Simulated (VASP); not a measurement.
Crystal: Si3F.

```
Si F
1.0
     3.78742    0.00000    0.00000
     0.00000    3.78742    0.00000
     0.00000    0.00000    3.74849
Si F
3 1
Direct
  0.00000 0.50000 0.50000
  0.50000 0.00000 0.50000
  0.50000 0.50000 0.00000
  0.00000 0.00000 0.00000
```

The cell was generated, and may not be a known phase.

```yaml
Program: VASP 6.6.1
Task: relaxation of cell and atoms
Functional: PBE
Potentials_or_basis: VASP PAW PBE potentials, release 64 (Si, F)
Cutoff: 600 eV
k_mesh: 4 × 4 × 4
Occupations: gaussian, width 0.1 eV
Spin: no spin polarisation
```

At the start: pressure 4.9 GPa; volume 13.44 Å³/atom.

Question: Where does the relaxation end?

Answer: Over 3 steps the energy falls by 9.7 meV/atom and the volume is 14.10 Å³/atom (+4.9 %); space group Pm-3m (No. 221, to 0.1 Å) before and after.

The path:
| step | energy change (eV) | largest force (eV/Å) | pressure (GPa) | volume (Å³) |
| --- | --- | --- | --- | --- |
| 1 | 0.0000 | 0.0000 | 4.90 | 53.77 |
| 2 | -0.0370 | 0.0000 | -0.99 | 57.04 |
| 3 | -0.0387 | 0.0000 | 0.04 | 56.41 |

Final structure:
```
Si F
1.0
     3.84694    0.00000    0.00000
     0.00000    3.84694    0.00000
     0.00000    0.00000    3.81190
Si F
3 1
Direct
  0.00000 0.50000 0.50000
  0.50000 0.00000 0.50000
  0.50000 0.50000 0.00000
  0.00000 0.00000 0.00000
```

Caveat: the k points lie up to 0.41 Å⁻¹ apart in the final cell, too coarse for converged energies and pressures of a metal; an odd number of electrons without spin polarisation forces a metal; a magnetic or distorted state may lie lower.
